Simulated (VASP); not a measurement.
Set up this calculation in VASP 6.6.1, as the native input.

| Item | Value |
| --- | --- |
| Task | relaxation of cell and atoms |
| Functional | LDA |
| Potentials or basis | VASP PAW LDA potentials, release 64 (Sr_sv) |
| Cutoff | 600 eV |
| k mesh | 10 × 10 × 10 |
| Occupations | fermi-dirac, width 0.05 eV |
| Spin | no spin polarisation |
| Dipole correction | no |
| Further INCAR settings | ALGO = Normal; EDIFF = 1e-06; IBRION = 2; EDIFFG = -0.005; NSW = 60; ISIF = 3 |

The structure of Sr lies in POSCAR:

```
Sr
1.0
    3.7524527953      0.0000000000      0.0000000000
    0.0000000000      3.7524527953      0.0000000000
    0.0000000000      0.0000000000      3.7524527953
Sr
1
Direct
    0.0000000000      0.0000000000      0.0000000000
```

These files were run (other wordings do the same):

INCAR

```
PREC = Accurate ; ENCUT = 600
EDIFF = 1E-6 ; ISMEAR = -1
SIGMA = 0.05 ; LREAL = False
LASPH = True ; NELM = 100
ALGO = Normal ; ISIF = 3
LWAVE = False ; LCHARG = False
GGA = CA ; IBRION = 2
NSW = 60 ; EDIFFG = -0.005
```

KPOINTS

```
regular mesh
0
Gamma
  10 10 10
```

Potentials or basis: VASP PAW LDA potentials, release 64 (Sr_sv).

The run is started by

```console
$ cat potpaw_LDA.64/Sr_sv/POTCAR > POTCAR
$ mpirun -np 1 vasp_std > vasp.out
```

Results of the run:

The relaxed volume is 48.31 Å³/atom and the relaxed cell is a = 3.642 Å, b = 3.642 Å, c = 3.642 Å, α = 90.00°, β = 90.00°, γ = 90.00°. The space group after relaxing (to 0.05 Å) is Pm-3m (No. 221). The energy gained by relaxing is 9.8 meV/atom. The ionic steps are 4 and the pressure after relaxing is 0.0 GPa. The band gap on the k mesh is zero (band 5 reaches 2.09 eV, above the bottom of band 6 at 1.53 eV).

Run time: 55 s on 1 thread of AMD EPYC 7R13 Processor (Zen 3), on a shared host, peak memory 0.15 GiB.
